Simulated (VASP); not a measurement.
# Ir (I4/mmm) in VASP: notebook

Runs on Ir. Level: LDA. Tasks: single point.

Everything below comes from runs of VASP 6.6.1. Logs are shortened: lines on timing, memory, paths and dates and some standing lists are left out, and cuts for length are marked.

**1. The cell of the first run**

The structure is tetragonal, space group I4/mmm (No. 139). The conventional cell has a = 2.579 Å, b = 2.579 Å, c = 3.940 Å, α = 90.00°, β = 90.00°, γ = 90.00°. Within 3.4 Å of Ir (site symmetry 4/mmm) lie 12 Ir at 2.58 to 2.68 Å.

**2. Single point, LDA (13.10 Å³/atom)**

The input, INCAR:

```
SYSTEM = Ir
  ALGO = Normal
  EDIFF = 1E-7
  ENCUT = 520
  ISIF = 2
  ISMEAR = 0
  LASPH = .True.
  LCHARG = .False.
  LREAL = .False.
  LWAVE = .False.
  NBANDS = 10
  NELM = 100
  PREC = Accurate
  SIGMA = 0.15
```

The input, KPOINTS:

```
k-points
0
Gamma
  22 22 22
  0 0 0
```

The input, POSCAR:

```
Ir
1.0
    0.0000000000      1.8233786757      1.9697959834
    1.8233786757      0.0000000000      1.9697959834
    1.8233786757      1.8233786757      0.0000000000
Ir
1
Direct
    0.0000000000      0.0000000000      0.0000000000
```

Potentials or basis: VASP PAW LDA potentials, release 64 (Ir).

Run with:

```sh
cat potpaw_LDA.64/Ir/POTCAR > POTCAR
mpirun -np 1 vasp_std > vasp.out
```

OUTCAR:

```text
SYSTEM = Ir
   EDIFF = 1E-7
   ENCUT = 520
   ISIF = 2
   ISMEAR = 0
   LASPH = .True.
   LREAL = .False.
   NELM = 100
   PREC = Accurate

 ion  position               nearest neighbor table
   1  0.000  0.000  0.000-

  LATTYP: Found a body centered tetragonal cell.
 ALAT       =     2.5786468525
 C/A-ratio  =     1.5277749115

  Lattice vectors:

 A1 = (  -1.8233786757,   0.0000000000,   1.9697959834)
 A2 = (   1.8233786757,   0.0000000000,   1.9697959834)
 A3 = (   0.0000000000,   1.8233786757,  -1.9697959834)

Analysis of symmetry for initial positions (statically):
=====================================================================
 Subroutine PRICEL returns:
 Original cell was already a primitive cell.

 Routine SETGRP: Setting up the symmetry group for a
 body centered tetragonal supercell.

 Subroutine GETGRP returns: Found 16 space group operations
 (whereof 16 operations were pure point group operations)
 out of a pool of 16 trial point group operations.

The static configuration has the point symmetry D_4h.

Analysis of symmetry for dynamics (positions and initial velocities):
=====================================================================
 Subroutine PRICEL returns:
 Original cell was already a primitive cell.

 Routine SETGRP: Setting up the symmetry group for a
 body centered tetragonal supercell.

 Subroutine GETGRP returns: Found 16 space group operations
 (whereof 16 operations were pure point group operations)
 out of a pool of 16 trial point group operations.

The dynamic configuration has the point symmetry D_4h.

 Subroutine INISYM returns: Found 16 space group operations
 (whereof 16 operations are pure point group operations),
 and found     1 'primitive' translations

----------------------------------------------------------------------------------------

                                     Primitive cell

  volume of cell :      13.0980

  direct lattice vectors                    reciprocal lattice vectors
     0.000000000  1.823378676  1.969795983    -0.274216216  0.274216216  0.253833394
     1.823378676  0.000000000  1.969795983     0.274216216 -0.274216216  0.253833394
     1.823378676  1.823378676  0.000000000     0.274216216  0.274216216 -0.253833394

  length of vectors
     2.684176971  2.684176971  2.578646853     0.463487279  0.463487279  0.463487279

  position of ions in fractional coordinates (direct lattice)
     0.000000000  0.000000000  0.000000000

  ion indices of the primitive-cell ions
   primitive index   ion index
                 1           1

----------------------------------------------------------------------------------------

 KPOINTS: k-points

Automatic generation of k-mesh.
 Grid dimensions read from file:
 generate k-points for:   22   22   22

 Generating k-lattice:

  Cartesian coordinates                     Fractional coordinates (reciprocal lattice)
    -0.012464373  0.012464373  0.011537882     0.045454545  0.000000000  0.000000000
     0.012464373 -0.012464373  0.011537882     0.000000000  0.045454545  0.000000000
     0.012464373  0.012464373 -0.011537882     0.000000000  0.000000000  0.045454545

  Length of vectors
     0.021067604  0.021067604  0.021067604

  Shift w.r.t. Gamma in fractional coordinates (k-lattice)
     0.000000000  0.000000000  0.000000000

 Subroutine IBZKPT returns following result:
 ===========================================

 Found    834 irreducible k-points:

 Following reciprocal coordinates:
            Coordinates               Weight
  0.000000  0.000000  0.000000      1.000000
  0.045455  0.000000  0.000000      8.000000
  0.090909  0.000000  0.000000      8.000000
  0.136364  0.000000  0.000000      8.000000
  0.181818  0.000000  0.000000      8.000000
  0.227273  0.000000  0.000000      8.000000
[... 16 lines left out ...]
  0.500000  0.045455  0.000000      8.000000
 -0.454545  0.045455  0.000000      8.000000
 [... further k-points ...]
   k-points           NKPTS =    834   k-points in BZ     NKDIM =    834   number of bands    NBANDS=     10
   number of dos      NEDOS =    301   number of ions     NIONS =      1
   total plane-waves  NPLWV =   8000
   dimension x,y,z NGX =    20 NGY =   20 NGZ =   20
   dimension x,y,z NGXF=    40 NGYF=   40 NGZF=   40
   ions per type =               1
   NGX,Y,Z   is equivalent  to a cutoff of  12.39, 12.39, 12.89 a.u.
   NGXF,Y,Z  is equivalent  to a cutoff of  24.77, 24.77, 25.79 a.u.
 SYSTEM =  Ir
   PREC   = accura    normal or accurate (medium, high low for compatibility)
   ISTART =      0    job   : 0-new  1-cont  2-samecut
   ICHARG =      2    charge: 1-file 2-atom 10-const
   ISPIN  =      1    spin polarized calculation?
   LNONCOLLINEAR =      F non collinear calculations
   LSORBIT =      F    spin-orbit coupling
   LASPH  =      T    aspherical Exc in radial PAW
   ENCUT  =  520.0 eV  38.22 Ry    6.18 a.u.   4.99  4.99  4.79*2*pi/ulx,y,z
   NELM   =    100;   NELMIN=  2; NELMDL= -5     # of ELM steps
   EDIFF  = 0.1E-06   stopping-criterion for ELM
   LREAL  =      F    real-space projection
   EDIFFG = 0.1E-05   stopping-criterion for IOM
   NSW    =      0    number of steps for IOM
   IBRION =     -1    ionic relax: 0-MD 1-quasi-New 2-CG
   NFREE  =      0    steps in history (QN), initial steepest desc. (CG)
   ISIF   =      2    stress and relaxation
   ISYM   =      2    0-nonsym 1-usesym 2-fastsym
   POTIM  = 0.5000    time-step for ionic-motion
   TEBEG  =    0.0;   TEEND  =   0.0 temperature during run
   PSTRESS=    0.0 pullay stress
   NELECT =       9.0000    total number of electrons
   NUPDOWN=      -1.0000    fix difference up-down
   EMIN   =  10.00;   EMAX   =-10.00  energy-range for DOS
   EFERMI =   0.00;   METHOD = LEGACY
   ISMEAR =     0;   SIGMA  =   0.15  broadening in eV -4-tet -1-fermi 0-gaus
   EFERMI_NEDOS =   21; number of points for ismear=-14 and -15
   IALGO  =     38    algorithm
   IMIX   =      4    mixing-type and parameters
     AMIX     =   0.40;   BMIX     =  1.00
     AMIX_MAG =   1.60;   BMIX_MAG =  1.00
  volume/ion in A,a.u.               =      13.10        88.39
  Fermi-wavevector in a.u.,A,eV,Ry     =   1.444621  2.729938 28.394415  2.086931
  Thomas-Fermi vector in A             =   2.562895
   LORBIT       =      0    0 simple, 1 ext, 2 COOP (PROOUT), +10 PAW based schemes
   GGA     = CA    functional components
   LHFCALC =     F    Hartree Fock is set to
   AEXX    =    0.0000 exact exchange contribution
   IVDW    =     0    specifies the selected vdW correction
   LEPSILON=     F    determine dielectric tensor
   LRPA    =     F    only Hartree local field effects (RPA)
 non-spin polarized calculation
 Gauss-broadening in eV      SIGMA  =   0.15
  energy-cutoff  :      520.00
  volume of cell :       13.10
 maximum number of plane-waves:       371
   NGX =  9   NGY =  9   NGZ =  9

 number of electron       8.9999999 magnetization

 Free energy of the ion-electron system (eV)
  ---------------------------------------------------
  ext. energy  EPLUGINS =         0.00000000
  ---------------------------------------------------
  free energy    TOTEN  =       -10.17950522 eV

  energy without entropy =      -10.16913426  energy(sigma->0) =      -10.17431974

 E-fermi :  11.6819     XC(G=0): -14.5859

 val. band max:       11.6813760910   @ k =   0.4545   0.0909   0.2727
 cond. band min:      11.6822389074   @ k =   0.3636   0.1818   0.0000
 fundamental gap:      0.0008628164
 Fermi energy:        11.6819017108

 k-point     1 :       0.0000    0.0000    0.0000
  band No.  band energies     occupation
      1      -0.2267      2.00000
      2       6.5805      2.00000
      3       7.7601      2.00000
      4       7.7601      2.00000
      5       9.5568      2.00000
      6      11.1504      2.00000
      7      25.9866      0.00000
      8      30.1978      0.00000
      9      32.8178      0.00000
     10      32.8178      0.00000

 k-point     2 :       0.0455    0.0000    0.0000
  band No.  band energies     occupation
      1      -0.1258      2.00000
      2       6.6049      2.00000
      3       7.7208      2.00000
      4       7.8050      2.00000
      5       9.5414      2.00000
      6      11.1041      2.00000
      7      26.1676      0.00000
      8      30.2125      0.00000
      9      32.3871      0.00000
     10      32.9968      0.00000

 k-point     3 :       0.0909    0.0000    0.0000
  band No.  band energies     occupation
      1       0.1694      2.00000
      2       6.6560      2.00000
      3       7.6257      2.00000
      4       7.9318      2.00000
      5       9.5171      2.00000
      6      10.9796      2.00000
      7      26.6785      0.00000
      8      29.9155      0.00000
      9      31.9751      0.00000
     10      33.5212      0.00000

 k-point     4 :       0.1364    0.0000    0.0000
  band No.  band energies     occupation
      1       0.6337      2.00000
      2       6.6793      2.00000
      3       7.5284      2.00000
      4       8.1135      2.00000
      5       9.5475      2.00000
      6      10.8217      2.00000
      7      27.3948      0.00000
      8      29.0002      0.00000
      9      32.4070      0.00000
     10      34.3551      0.00000

 k-point     5 :       0.1818    0.0000    0.0000
  band No.  band energies     occupation
      1       1.2169      2.00000
      2       6.6607      2.00000
      3       7.4492      2.00000
      4       8.2953      2.00000
      5       9.7185      2.00000
      6      10.7053      2.00000
      7      27.5059      0.00000
      8      28.5452      0.00000
      9      33.3467      0.00000
     10      35.4381      0.00000

 k-point     6 :       0.2273    0.0000    0.0000
  band No.  band energies     occupation
      1       1.8303      2.00000
      2       6.7060      2.00000
      3       7.3462      2.00000
      4       8.3977      2.00000
      5      10.0830      2.00000
      6      10.7261      2.00000
      7      26.4408      0.00000
      8      28.9705      0.00000
      9      34.5457      0.00000
     10      36.6553      0.00000

 k-point     7 :       0.2727    0.0000    0.0000
  band No.  band energies     occupation
      1       2.3468      2.00000
      2       6.9803      2.00000
      3       7.2037      2.00000
      4       8.3696      2.00000
      5      10.6206      2.00000
      6      10.9397      2.00000
      7      25.2818      0.00000
      8      28.7234      0.00000
      9      35.7263      0.00000
     10      36.6669      0.00000

 k-point     8 :       0.3182    0.0000    0.0000
  band No.  band energies     occupation
      1       2.6615      2.00000
      2       7.0315      2.00000
      3       7.6102      2.00000
      4       8.2420      2.00000
      5      11.2622      1.99992
      6      11.3046      1.99962
      7      24.0681      0.00000
      8      27.7789      0.00000
      9      35.6016      0.00000
     10      36.1483      0.00000

 k-point     9 :       0.3636    0.0000    0.0000
  band No.  band energies     occupation
      1       2.7821      2.00000
      2       6.8773      2.00000
      3       8.0816      2.00000
      4       8.5349      2.00000
      5      11.7266      0.67322
      6      11.9218      0.02369
      7      22.7543      0.00000
      8      26.7277      0.00000
      9      34.1351      0.00000
     10      34.8080      0.00000
[... 118 lines left out ...]
 k-point    19 :       0.3182    0.0455    0.0000
  band No.  band energies     occupation
      1       2.6387      2.00000
      2       6.9999      2.00000
      3       7.1924      2.00000
      4       8.3940      2.00000
      5      10.8524      2.00000
      6      11.4930      1.92507
      7      24.6839      0.00000
      8      28.1555      0.00000
      9      35.4499      0.00000
     10      35.4853      0.00000

 k-point    20 :       0.3636    0.0455    0.0000
  band No.  band energies     occupation
      1       2.8279      2.00000
      2       6.8342      2.00000
      3       7.9997      2.00000
      4       8.2427      2.00000
      5      11.5640      1.73380
      6      11.8604      0.09245
      7      23.3314      0.00000
      8      27.0995      0.00000
      9      34.4700      0.00000
     10      34.8209      0.00000

 k-point    21 :       0.4091    0.0455    0.0000
  band No.  band energies     occupation
      1       2.8737      2.00000
      2       6.6912      2.00000
      3       8.0850      2.00000
      4       9.0057      2.00000
      5      12.2012      0.00000
      6      12.2748      0.00000
      7      21.9102      0.00000
      8      26.2470      0.00000
      9      33.5396      0.00000
     10      33.5520      0.00000

 k-point    22 :       0.4545    0.0455    0.0000
  band No.  band energies     occupation
      1       2.8614      2.00000
      2       6.6053      2.00000
      3       7.9586      2.00000
      4       9.9282      2.00000
      5      12.4319      0.00000
      6      12.9129      0.00000
      7      20.6482      0.00000
      8      25.7077      0.00000
      9      32.4185      0.00000
     10      32.9341      0.00000

 k-point    23 :       0.5000    0.0455    0.0000
  band No.  band energies     occupation
      1       2.8457      2.00000
      2       6.5802      2.00000
      3       7.8856      2.00000
      4      10.4385      2.00000
      5      12.4923      0.00000
      6      13.3791      0.00000
      7      19.9057      0.00000
      8      25.4701      0.00000
      9      31.6980      0.00000
     10      32.7550      0.00000

 k-point    24 :      -0.4545    0.0455    0.0000
  band No.  band energies     occupation
      1       2.8503      2.00000
      2       6.6137      2.00000
      3       7.8770      2.00000
      4      10.3052      2.00000
      5      12.3589      0.00000
      6      13.5119      0.00000
      7      20.0146      0.00000
      8      25.5215      0.00000
      9      31.5131      0.00000
     10      33.0404      0.00000

 [... further k-points ...]
[... 5 lines left out ...]
  --------------------------------------------------------------------------------------
  -------------------------------------------------------------------------------------
  Total        3.5111259      3.5111259      0.5270550      0.0000000      0.0000000      0.0000000
  in kB      429.4889532    429.4889532     64.4705695      0.0000000      0.0000000      0.0000000
  external PRESSURE =     307.8161586 kB  Pullay stress =       0.0000000 kB

 VOLUME and BASIS-vectors are now :
 -----------------------------------------------------------------------------
  energy-cutoff  :      520.00
  volume of cell :       13.10
      direct lattice vectors                 reciprocal lattice vectors
     0.000000000  1.823378676  1.969795983    -0.274216216  0.274216216  0.253833394
     1.823378676  0.000000000  1.969795983     0.274216216 -0.274216216  0.253833394
     1.823378676  1.823378676  0.000000000     0.274216216  0.274216216 -0.253833394

 POSITION                                       TOTAL-FORCE (eV/Angst)
 -----------------------------------------------------------------------------------
      0.00000      0.00000      0.00000        -0.000000      0.000000      0.000000
 -----------------------------------------------------------------------------------
    total drift:                                0.000000      0.000000      0.000000

  FREE ENERGIE OF THE ION-ELECTRON SYSTEM (eV)
  ---------------------------------------------------
  free  energy   TOTEN  =       -10.1795052219 eV

  energy  without entropy=      -10.1691342614  energy(sigma->0) =      -10.17431974
```

Wall time 36 s (1 thread of Intel Xeon 6975P-C (Granite Rapids), shared host); peak memory 0.22 GiB.

Results:

```
Free energy            : -10.1795 eV
Pressure               : 30.8 GPa
Band gap on the k mesh : zero (an odd number of electrons rules out a gap without spin polarisation)
```

Stress tensor (GPa, compression positive):
```
42.95  0.00  0.00
 0.00 42.95  0.00
 0.00  0.00  6.45
```

Levels at points of the mesh, in eV from the Fermi level:
```
           k point  band 1  band 2  band 3  band 4  band 5  band 6  band 7  band 8
(0.00, 0.00, 0.00)  -11.91   -5.10   -3.92   -3.92   -2.13   -0.53   14.30   18.52
(0.50, 0.00, 0.00)   -8.92   -5.04   -3.87   -0.84    0.80    1.35    8.22   13.64
(0.50, 0.50, 0.00)   -8.87   -8.17    0.70    1.21    1.66    1.66   10.20   13.10
(0.50, 0.00, 0.50)   -8.80   -8.19    0.92    1.12    2.38    2.40   11.17   12.24
```

Caveat: the stress differs along the axes, from 6 to 43 GPa; spin-orbit coupling is left out, which moves the levels of the heavy elements.

**3. Single point, LDA (13.84 Å³/atom)**

This run uses another cell than the first one, of 13.84 Å³/atom.

The input, INCAR:

```
PREC = Accurate
ENCUT = 560
EDIFF = 1E-6
ISMEAR = 0
SIGMA = 0.15
LREAL = F
LASPH = T
NELM = 120
ALGO = Normal
ISIF = 2
LWAVE = F
LCHARG = T
GGA = CA
LELF = T
LVHAR = T
NBANDS = 14
GGA_COMPAT = F
```

The input, KPOINTS:

```
Automatic mesh
0
Gamma
  22 22 22
```

The input, POSCAR:

```
Ir
1.0
    0.0000000000      1.8569739365      2.0060889436
    1.8569739365      0.0000000000      2.0060889436
    1.8569739365      1.8569739365      0.0000000000
Ir
1
Direct
    0.0000000000      0.0000000000      0.0000000000
```

Potentials or basis: VASP PAW LDA potentials, release 64 (Ir_sv_GW).

Run with:

```sh
cat potpaw_LDA.64/Ir_sv_GW/POTCAR > POTCAR
mpirun -np 1 vasp_std > vasp.out
```

It took 80 s on 1 thread of AMD EPYC 9R45 (Zen 5), shared host; peak memory 0.26 GiB.

The run converged. Its results:

```yaml
Free_energy: -10.8384 eV
Pressure: 1.4 GPa
Band_gap_on_the_k_mesh: zero (an odd number of electrons rules out a gap without spin polarisation)
```

Stress tensor (GPa, compression positive):
```
 11.76   0.00   0.00
  0.00  11.76   0.00
  0.00   0.00 -19.38
```

Levels at points of the mesh, in eV from the Fermi level:
| k point | band 5 | band 6 | band 7 | band 8 | band 9 | band 10 | band 11 | band 12 |
| --- | --- | --- | --- | --- | --- | --- | --- | --- |
| (0.00, 0.00, 0.00) | -11.28 | -4.69 | -3.59 | -3.59 | -1.95 | -0.49 | 13.72 | 17.68 |
| (0.50, 0.00, 0.00) | -8.29 | -4.62 | -3.54 | -0.70 | 0.72 | 1.23 | 7.63 | 13.18 |
| (0.50, 0.50, 0.00) | -8.19 | -7.53 | 0.74 | 1.10 | 1.51 | 1.51 | 9.49 | 12.56 |
| (0.50, 0.00, 0.50) | -8.10 | -7.53 | 0.83 | 1.02 | 2.17 | 2.35 | 10.77 | 11.68 |

Caveat: the stress differs along the axes, from -19 to 12 GPa; spin-orbit coupling is left out, which moves the levels of the heavy elements.
